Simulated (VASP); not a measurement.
The system is NiO.

```xyz
2
Lattice="0.0000 2.0859 2.0859 2.0859 0.0000 2.0859 2.0859 2.0859 0.0000" Properties=species:S:1:pos:R:3 pbc="T T T"
Ni    0.0000    0.0000    0.0000
O     2.0859    2.0859    2.0859
```

Base run:

```yaml
Program: VASP 6.6.1
Functional: BLYP
Dispersion: D3(BJ)
Potentials_or_basis: VASP PAW PBE potentials, release 64 (Ni, O)
Cutoff: 520 eV
k_mesh: 11 × 11 × 11
Occupations: fermi-dirac, width 0.05 eV
Spin: collinear spin, ferromagnetic start
Starting_moments: "[1.0, 0.0] μB"
```

Its results: pressure 6.1 GPa; net moment 1.60 μB per cell; site moments Ni +1.32; O +0.24 μB.

The run is repeated on the same cell with these changes: dispersion from D3(BJ) to D4. What comes out?

Pressure 4.0 GPa; net moment 1.60 μB per cell; site moments Ni +1.32; O +0.24 μB.

Caveats: the cell stands under pressure; the PAW data sets were made with another functional, which shifts forces and pressure a little; a cell with one magnetic atom can't hold antiferromagnetic order, which such compounds often take.
